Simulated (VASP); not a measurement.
Input of a VASP 6.6.1 run:

The input INCAR:

```
PREC     = Accurate       # precision mode
ENCUT    = 520            # plane-wave cutoff, eV
EDIFF    = 1E-8           # SCF threshold, eV
ISMEAR   = -1             # smearing method
SIGMA    = 0.05           # smearing width, eV
LREAL    = F              # projectors in reciprocal space
LASPH    = T              # aspherical terms in the spheres
NELM     = 80             # most SCF steps
ALGO     = Normal         # electronic algorithm
ISIF     = 2              # what is computed and relaxed
LWAVE    = F              # write WAVECAR
LCHARG   = F              # write CHGCAR
GGA      = PS             # functional
LEFG     = T            
NBANDS   = 15             # bands
```

The input KPOINTS:

```
Automatic mesh
0
Gamma
  15 15 15
```

The input POSCAR:

```
ZrC
1.0
   -0.0235021000      2.3384589500      2.3384589500
    2.3384589500     -0.0235021000      2.3384589500
    2.3384589500      2.3384589500     -0.0235021000
Zr C
1 1
Direct
    0.5000000000      0.5000000000      0.5000000000
    0.0000000000      0.0000000000      0.0000000000
```

Potentials or basis: VASP PAW PBE potentials, release 64 (Zr_sv, C).

Launch:

```console
$ cat potpaw_PBE.64/Zr_sv/POTCAR potpaw_PBE.64/C/POTCAR > POTCAR
$ mpirun -np 1 vasp_std > vasp.out
```

Problem. Predict the pressure.

Solution. -4.2 GPa.

Problem. What does it give for the band gap on the k mesh?

Solution. Zero (bands 8 and 9 overlap by 1.31 eV).

Electric field gradients, principal values (V/Å²):
```
atom   least  middle  greatest (by size)
1 Zr  -0.628  -0.628               1.257
 2 C  -0.228  -0.228               0.455
```

Caveat: the cell differs from its parent crystal (equal xy, yz and zx shear strains of -1 %); the cell stands under tension; without QUAD_EFG the Cq values of the log hold for a quadrupole moment of 1 mb, not for the nuclei; the PAW data sets were made with another functional, which shifts forces and pressure a little.
